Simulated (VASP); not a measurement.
Input of a VASP 6.6.1 run:

POSCAR

```
BaLaB3
1.0
    0.0000000000      4.2288040000      0.0000000000
    4.2288040000      0.0000000000      0.0000000000
    2.1144020000      2.1144020000     -4.8578900000
Ba B La
1 3 1
Direct
    0.0000000000      0.0000000000      0.0000000000
    0.7599000000      0.7599000000      0.4802000000
    0.6088000000      0.1088000000      0.7824000000
    0.1088000000      0.6088000000      0.7824000000
    0.3455000000      0.3455000000      0.3090000000
```

INCAR.step1

```
PREC     = Accurate       # precision mode
ENCUT    = 550            # plane-wave cutoff, eV
ISMEAR   = -1             # smearing method
SIGMA    = 0.0101         # smearing width, eV
LREAL    = False          # projectors in reciprocal space
LASPH    = True           # aspherical terms in the spheres
NELM     = 200            # most SCF steps
LMAXMIX  = 6              # l up to which the mixer works
LDAU     = True           # DFT+U
LDAUTYPE = 2            
LDAUL    = -1 -1 2        # shell
LDAUU    = 0 0 1.97       # U, eV
LDAUJ    = 0 0 0        
NBANDS   = 23             # bands
GGA      = PE             # functional
ALGO     = Normal         # electronic algorithm
EDIFF    = 1E-5           # SCF threshold, eV
LWAVE    = True           # write WAVECAR
LCHARG   = False          # write CHGCAR
GGA_COMPAT= False
```

The input INCAR.step2:

```
PREC     = Accurate       # precision mode
ENCUT    = 550            # plane-wave cutoff, eV
EDIFF    = 1E-6           # SCF threshold, eV
ISMEAR   = -1             # smearing method
SIGMA    = 0.0101         # smearing width, eV
LREAL    = False          # projectors in reciprocal space
LASPH    = True           # aspherical terms in the spheres
NELM     = 200            # most SCF steps
ALGO     = Normal         # electronic algorithm
ISIF     = 2              # what is computed and relaxed
LWAVE    = False          # write WAVECAR
LCHARG   = False          # write CHGCAR
LMAXMIX  = 6              # l up to which the mixer works
LDAU     = True           # DFT+U
LDAUTYPE = 2            
LDAUL    = -1 -1 2        # shell
LDAUU    = 0 0 1.97       # U, eV
LDAUJ    = 0 0 0        
LDAUPRINT= 1            
METAGGA  = R2SCAN         # meta-GGA
LMIXTAU  = True         
NBANDS   = 23             # bands
ISTART   = 1            
GGA_COMPAT= False
```

Contents of KPOINTS:

```
Automatic mesh
0
Gamma
  7 7 7
```

Potentials or basis: VASP PAW PBE potentials, release 64 (Ba_sv, B, La).

The run is started by

```console
$ cat potpaw_PBE.64/Ba_sv/POTCAR potpaw_PBE.64/B/POTCAR potpaw_PBE.64/La/POTCAR > POTCAR
$ cp INCAR.step1 INCAR
$ mpirun -np 1 vasp_std > vasp.out
$ cp INCAR.step2 INCAR
$ mpirun -np 1 vasp_std > vasp.out
```

Q: Estimate the band gap on the k mesh.

A: Zero (band 15 reaches 7.04 eV, above the bottom of band 16 at 5.90 eV).

Q: What does it give for the pressure?

A: 12.7 GPa.

Q: What does it give for the largest force?

A: 3.549 eV/Å.

Forces in eV/Å, atoms in the order of the input:
```
Ba   0.000  0.000 -1.216
B    0.000  0.000 -3.549
B    0.000  0.000  2.798
B    0.000  0.000  2.798
La   0.000  0.000 -0.830
```

Caveat: the PAW data sets were made with another functional, which shifts forces and pressure a little; spin-orbit coupling is left out, which moves the levels of the heavy elements; U without spin polarisation on a metal has little footing; the U is typed as a test and isn't derived for this compound.
